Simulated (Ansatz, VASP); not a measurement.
One calculation of Au, two programs

```
CELL_PARAMETERS angstrom
-1.65727 1.65727 1.74013
1.65727 -1.65727 1.74013
1.65727 1.65727 -1.74013
ATOMIC_POSITIONS crystal
Au 0.00000 0.00000 0.00000
```

Change from the starting cell: strain +0.000 along x and y, +0.050 along z, atoms carried along.

Alike in both runs: task single point; functional PBEsol; k mesh 20 × 20 × 20; occupations gaussian, width 0.15 eV; no spin polarisation.

```csv
,VASP,Ansatz
version,VASP 6.6.1,Ansatz 0.2.0
potentials or method,"VASP PAW PBE potentials, release 64 (Au), cutoff 520 eV","scalar-relativistic, plane waves, PAW"
valence electrons in the cell,11,19
```

Ansatz gave:

- gap on the k mesh at the Fermi level (eV): none
- pressure (GPa): -14.1
- traceless stress, the component that is largest in VASP (GPa): 0.24

Which values does VASP return?

gap on the k mesh at the Fermi level (eV): none; pressure (GPa): -14.3; traceless stress, the component that is largest in VASP (GPa): 0.25.

VASP's potentials were made for PBE, not for PBEsol. A gap of «none» marks a metal or a gap that the smearing closes. With one functional, cell and mesh, what is left measures potentials, basis and numerics. VASP's potentials hold 11 valence electrons a cell and Ansatz's 19, so a difference there can come from the potentials and not from the codes.

Neither program's run includes spin-orbit coupling.
